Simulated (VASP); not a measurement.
# YbN (zincblende type) (F-43m) in VASP: further runs

The runs below take YbN (zincblende type) through single point, relaxation of cell and atoms, with PBE.

Program: VASP 6.6.1. These are calculated values, not measurements. Logs are shortened: lines on timing, memory, paths and dates and some standing lists are left out, and cuts for length are marked.

**1. The cell of the first run**

Symmetry: F-43m, No. 216, cubic system. Conventional cell: a = 5.281 Å, b = 5.281 Å, c = 5.281 Å, α = 90.00°, β = 90.00°, γ = 90.00°. Within 3.0 Å of Yb (site symmetry -43m) lie 4 N at 2.29 Å. Within 3.0 Å of N (site symmetry -43m) lie 4 Yb at 2.29 Å.

**2. Single point, PBE (18.41 Å³/atom)**

INCAR

```
ALGO = Normal
EDIFF = 1E-6
ENCUT = 520
GGA = PE
ISIF = 2
ISMEAR = -1
LASPH = True
LCHARG = False
LREAL = False
LWAVE = False
NBANDS = 22
NELM = 80
PREC = Accurate
SIGMA = 0.08
```

KPOINTS

```
k-points
0
Gamma
  11 11 11
```

POSCAR

```
YbN
1.0
    0.0000000000      2.6406531849      2.6406531849
    2.6406531849      0.0000000000      2.6406531849
    2.6406531849      2.6406531849      0.0000000000
Yb N
1 1
Direct
    0.0000000000      0.0000000000      0.0000000000
    0.2500000000      0.2500000000      0.2500000000
```

Potentials or basis: VASP PAW PBE potentials, release 64 (Yb, N).

On the command line:

```console
> cat potpaw_PBE.64/Yb/POTCAR potpaw_PBE.64/N/POTCAR > POTCAR
> mpirun -np 1 vasp_std > vasp.out
```

OUTCAR:

```text
EDIFF = 1E-6
   ENCUT = 520
   GGA = PE
   ISIF = 2
   ISMEAR = -1
   LASPH = True
   LREAL = False
   NELM = 80
   PREC = Accurate

 ion  position               nearest neighbor table
   1  0.000  0.000  0.000-   2 2.29   2 2.29   2 2.29   2 2.29
   2  0.250  0.250  0.250-   1 2.29   1 2.29   1 2.29   1 2.29

  LATTYP: Found a face centered cubic cell.
 ALAT       =     5.2813063698

  Lattice vectors:

 A1 = (   0.0000000000,   2.6406531849,   2.6406531849)
 A2 = (   2.6406531849,   0.0000000000,   2.6406531849)
 A3 = (   2.6406531849,   2.6406531849,   0.0000000000)

Analysis of symmetry for initial positions (statically):
=====================================================================
 Subroutine PRICEL returns:
 Original cell was already a primitive cell.

 Routine SETGRP: Setting up the symmetry group for a
 face centered cubic supercell.

 Subroutine GETGRP returns: Found 24 space group operations
 (whereof 24 operations were pure point group operations)
 out of a pool of 48 trial point group operations.

The static configuration has the point symmetry T_d .

Analysis of symmetry for dynamics (positions and initial velocities):
=====================================================================
 Subroutine PRICEL returns:
 Original cell was already a primitive cell.

 Routine SETGRP: Setting up the symmetry group for a
 face centered cubic supercell.

 Subroutine GETGRP returns: Found 24 space group operations
 (whereof 24 operations were pure point group operations)
 out of a pool of 48 trial point group operations.

The dynamic configuration has the point symmetry T_d .

 Subroutine INISYM returns: Found 24 space group operations
 (whereof 24 operations are pure point group operations),
 and found     1 'primitive' translations

----------------------------------------------------------------------------------------

                                     Primitive cell

  volume of cell :      36.8268

  direct lattice vectors                    reciprocal lattice vectors
     0.000000000  2.640653185  2.640653185    -0.189347091  0.189347091  0.189347091
     2.640653185  0.000000000  2.640653185     0.189347091 -0.189347091  0.189347091
     2.640653185  2.640653185  0.000000000     0.189347091  0.189347091 -0.189347091

  length of vectors
[... 71 lines left out ...]
   NGXF,Y,Z  is equivalent  to a cutoff of  24.93, 24.93, 24.93 a.u.
 SYSTEM =  unknown system
   PREC   = accura    normal or accurate (medium, high low for compatibility)
   ISTART =      0    job   : 0-new  1-cont  2-samecut
   ICHARG =      2    charge: 1-file 2-atom 10-const
   ISPIN  =      1    spin polarized calculation?
   LNONCOLLINEAR =      F non collinear calculations
   LSORBIT =      F    spin-orbit coupling
   LASPH  =      T    aspherical Exc in radial PAW
   ENCUT  =  520.0 eV  38.22 Ry    6.18 a.u.   6.94  6.94  6.94*2*pi/ulx,y,z
   NELM   =     80;   NELMIN=  2; NELMDL= -5     # of ELM steps
   EDIFF  = 0.1E-05   stopping-criterion for ELM
   LREAL  =      F    real-space projection
   EDIFFG = 0.1E-04   stopping-criterion for IOM
   NSW    =      0    number of steps for IOM
   IBRION =     -1    ionic relax: 0-MD 1-quasi-New 2-CG
   NFREE  =      0    steps in history (QN), initial steepest desc. (CG)
   ISIF   =      2    stress and relaxation
   ISYM   =      2    0-nonsym 1-usesym 2-fastsym
   POTIM  = 0.5000    time-step for ionic-motion
   TEBEG  =    0.0;   TEEND  =   0.0 temperature during run
   PSTRESS=    0.0 pullay stress
   NELECT =      29.0000    total number of electrons
   NUPDOWN=      -1.0000    fix difference up-down
   EMIN   =  10.00;   EMAX   =-10.00  energy-range for DOS
   EFERMI =   0.00;   METHOD = LEGACY
   ISMEAR =    -1;   SIGMA  =   0.08  broadening in eV -4-tet -1-fermi 0-gaus
   EFERMI_NEDOS =   21; number of points for ismear=-14 and -15
   IALGO  =     38    algorithm
   IMIX   =      4    mixing-type and parameters
     AMIX     =   0.40;   BMIX     =  1.00
     AMIX_MAG =   1.60;   BMIX_MAG =  1.00
  volume/ion in A,a.u.               =      18.41       124.26
  Fermi-wavevector in a.u.,A,eV,Ry     =   1.511771  2.856834 31.095474  2.285453
  Thomas-Fermi vector in A             =   2.621784
   LORBIT       =      0    0 simple, 1 ext, 2 COOP (PROOUT), +10 PAW based schemes
   GGA     = PE    functional components
   LHFCALC =     F    Hartree Fock is set to
   AEXX    =    0.0000 exact exchange contribution
   IVDW    =     0    specifies the selected vdW correction
   LEPSILON=     F    determine dielectric tensor
   LRPA    =     F    only Hartree local field effects (RPA)
 non-spin polarized calculation
  energy-cutoff  :      520.00
  volume of cell :       36.83
 maximum number of plane-waves:      1006
   NGX = 13   NGY = 13   NGZ = 13

 number of electron      29.0000000 magnetization

 Free energy of the ion-electron system (eV)
  ---------------------------------------------------
  ext. energy  EPLUGINS =         0.00000000
  ---------------------------------------------------
  free energy    TOTEN  =       -13.62565207 eV

  energy without entropy =      -13.48295724  energy(sigma->0) =      -13.55430466

 E-fermi :   1.0484     XC(G=0): -10.3821

 val. band max:        1.0237794330   @ k =  -0.4545   0.2727   0.0000
 cond. band min:       1.0551001552   @ k =  -0.3636   0.4545   0.0909
 fundamental gap:      0.0313207222
 Fermi energy:         1.0483618066

 k-point     1 :       0.0000    0.0000    0.0000
  band No.  band energies     occupation
      1     -49.6748      2.00000
      2     -21.6481      2.00000
      3     -21.6481      2.00000
      4     -21.6481      2.00000
      5     -11.3954      2.00000
      6      -0.6882      2.00000
[... 589 lines left out ...]
     21      11.2493      0.00000
     22      12.3952      0.00000

 [... further k-points ...]
[... 5 lines left out ...]
  --------------------------------------------------------------------------------------
  -------------------------------------------------------------------------------------
  Total       -1.0236485     -1.0236485     -1.0236485      0.0000000      0.0000000     -0.0000000
  in kB      -44.5345782    -44.5345782    -44.5345782      0.0000000      0.0000000     -0.0000000
  external PRESSURE =     -44.5345782 kB  Pullay stress =       0.0000000 kB

 VOLUME and BASIS-vectors are now :
 -----------------------------------------------------------------------------
  energy-cutoff  :      520.00
  volume of cell :       36.83
      direct lattice vectors                 reciprocal lattice vectors
     0.000000000  2.640653185  2.640653185    -0.189347091  0.189347091  0.189347091
     2.640653185  0.000000000  2.640653185     0.189347091 -0.189347091  0.189347091
     2.640653185  2.640653185  0.000000000     0.189347091  0.189347091 -0.189347091

 POSITION                                       TOTAL-FORCE (eV/Angst)
 -----------------------------------------------------------------------------------
      0.00000      0.00000      0.00000         0.000000     -0.000000      0.000000
      1.32033      1.32033      1.32033        -0.000000      0.000000     -0.000000
 -----------------------------------------------------------------------------------
    total drift:                               -0.000000     -0.000000     -0.000001

  FREE ENERGIE OF THE ION-ELECTRON SYSTEM (eV)
  ---------------------------------------------------
  free  energy   TOTEN  =       -13.6256520732 eV

  energy  without entropy=      -13.4829572411  energy(sigma->0) =      -13.55430466
```

stdout:

```text
POSCAR found type information on POSCAR YbN
 POSCAR found :  2 types and       2 ions
 scaLAPACK will be used
 LDA part: xc-table for (Slater+PW92), standard interpolation
 POSCAR, INCAR and KPOINTS ok, starting setup
 FFT: planning ... GRIDC
 FFT: planning ... GRID_SOFT
 FFT: planning ... GRID
 WAVECAR not read
 entering main loop
```

Run time: 60 s. Hardware: 1 thread of Intel Xeon Platinum 8488C (Sapphire Rapids), shared host; peak memory 0.2 GiB.

Results:

* Free energy: -13.6257 eV
* Pressure: -4.5 GPa
* Band gap on the k mesh: zero (an odd number of electrons rules out a gap without spin polarisation)

Caveat: the cell stands under tension; spin-orbit coupling is left out, which moves the levels of the heavy elements; an odd number of electrons without spin polarisation forces a metal; a magnetic or distorted state may lie lower.

**3. Relaxation of cell and atoms, PBE**

This run uses another cell than the first one, of 17.34 Å³/atom.

INCAR

```
ALGO = Normal
EDIFF = 1E-7
EDIFFG = -0.005
ENCUT = 600
GGA = PE
IBRION = 2
ISIF = 3
ISMEAR = -1
LASPH = T
LCHARG = F
LREAL = F
LWAVE = F
NELM = 80
NSW = 100
PREC = Accurate
SIGMA = 0.08
```

KPOINTS is that of step 2.

POSCAR

```
YbN
1.0
    0.0000000000      2.5881974019      2.5881974019
    2.5881974019      0.0000000000      2.5881974019
    2.5881974019      2.5881974019      0.0000000000
Yb N
1 1
Direct
    0.0000000000      0.0000000000      0.0000000000
    0.2500000000      0.2500000000      0.2500000000
```

Potentials or basis: VASP PAW PBE potentials, release 64 (Yb, N).

On the command line:

```console
> cat potpaw_PBE.64/Yb/POTCAR potpaw_PBE.64/N/POTCAR > POTCAR
> mpirun -np 1 vasp_std > vasp.out
```

Wall time 3.9 min (1 thread of Intel Xeon Platinum 8488C (Sapphire Rapids), shared host); peak memory 0.22 GiB.

The run converged. Its results:

| Quantity | Value |
| --- | --- |
| Free energy | -13.6546 eV |
| Relaxed volume | 17.46 Å³/atom |
| Relaxed cell | a = 3.669 Å, b = 3.669 Å, c = 3.669 Å, α = 60.00°, β = 60.00°, γ = 60.00° |
| Space group after relaxing (to 0.1 Å) | F-43m (No. 216) |
| Energy gained by relaxing | 0.3 meV/atom |
| Ionic steps | 6 |
| Pressure after relaxing | 0.0 GPa |
| Band gap on the k mesh | zero (an odd number of electrons rules out a gap without spin polarisation) |

Step by step:
```csv
step,energy change (eV),largest force (eV/Å),pressure (GPa),volume (Å³)
1,0.0000,0.0000,0.79,34.68
2,-0.0002,0.0000,-0.46,35.11
3,-0.0005,0.0000,0.18,34.90
4,-0.0005,0.0000,-0.43,34.96
5,-0.0005,0.0000,-0.05,34.92
6,-0.0005,0.0000,0.02,34.92
```

Final structure:
```
Yb N
1.0
     0.00000    2.59416    2.59416
     2.59416    0.00000    2.59416
     2.59416    2.59416    0.00000
Yb N
1 1
Direct
  0.00000 0.00000 0.00000
  0.25000 0.25000 0.25000
```

Levels at points of the mesh, in eV from the Fermi level:
```tsv
k point	band 11	band 12	band 13	band 14	band 15	band 16	band 17	band 18
(0.00, 0.00, 0.00)	-0.44	-0.44	-0.33	-0.33	-0.33	2.20	6.44	6.44
```

Caveat: spin-orbit coupling is left out, which moves the levels of the heavy elements; an odd number of electrons without spin polarisation forces a metal; a magnetic or distorted state may lie lower.

The gap in the log of VASP goes by the Fermi energy; the results here count the filled bands.